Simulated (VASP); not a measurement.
**As: relaxation of cell and atoms with PBEsol**

The system is As.

```
CELL_PARAMETERS angstrom
2.70368 0.00000 0.00000
0.00000 2.70368 0.00000
0.00000 0.00000 2.70368
ATOMIC_POSITIONS crystal
As 0.50000 0.50000 0.50000
```

```json
{
  "Program": "VASP 6.6.1",
  "Task": "relaxation of cell and atoms",
  "Functional": "PBEsol",
  "Potentials or basis": "VASP PAW PBE potentials, release 64 (As)",
  "Cutoff": "600 eV",
  "k mesh": "10 × 10 × 10",
  "Occupations": "fermi-dirac, width 0.05 eV",
  "Spin": "no spin polarisation",
  "Target pressure": "2 GPa",
  "Dipole correction": "no",
  "Further INCAR settings": "ALGO = Normal; EDIFF = 1e-06; IBRION = 2; EDIFFG = -0.01; NSW = 60; ISIF = 3"
}
```

```yaml
Relaxed_volume: 19.08 Å³/atom
Relaxed_cell: a = 2.672 Å, b = 2.672 Å, c = 2.672 Å, α = 90.00°, β = 90.00°, γ = 90.00°
Space_group_after_relaxing_to_0.05_Å: Pm-3m (No. 221)
Energy_change_on_relaxing_the_enthalpy_is_what_falls: +1.3 meV/atom
Ionic_steps: 3
Pressure_after_relaxing: 2.0 GPa
```

Step by step:
```tsv
step	energy change (eV)	largest force (eV/Å)	pressure (GPa)	volume (Å³)
1	0.0000	0.0000	-1.26	19.76
2	0.0104	0.0000	4.53	18.64
3	0.0013	0.0000	1.99	19.08
```

Final structure:
```
As
1.0
     2.67233    0.00000    0.00000
     0.00000    2.67233    0.00000
     0.00000    0.00000    2.67233
As
1
Direct
  0.50000 0.50000 0.50000
```

Levels at points of the mesh, in eV from the Fermi level:
| k point | band 1 | band 2 | band 3 | band 4 | band 5 | band 6 |
| --- | --- | --- | --- | --- | --- | --- |
| (0.00, 0.00, 0.00) | -15.27 | 4.33 | 4.33 | 4.33 | 8.58 | 8.58 |
| (0.50, 0.00, 0.00) | -11.96 | -7.21 | 6.76 | 6.76 | 11.37 | 14.25 |
| (0.50, 0.50, 0.00) | -8.49 | -4.41 | -4.41 | 2.29 | 9.06 | 16.95 |
| (0.50, 0.50, 0.50) | -4.62 | -1.84 | -1.84 | -1.84 | 5.87 | 5.87 |

Wall time 9.3 s on 1 thread of AMD EPYC 7R43 64-Core Processor (Zen 3), on a shared host, peak memory 0.11 GiB.

Caveat: the cell is relaxed towards a set pressure, so the enthalpy falls and the energy may rise; the PAW data sets were made with another functional, which shifts forces and pressure a little.
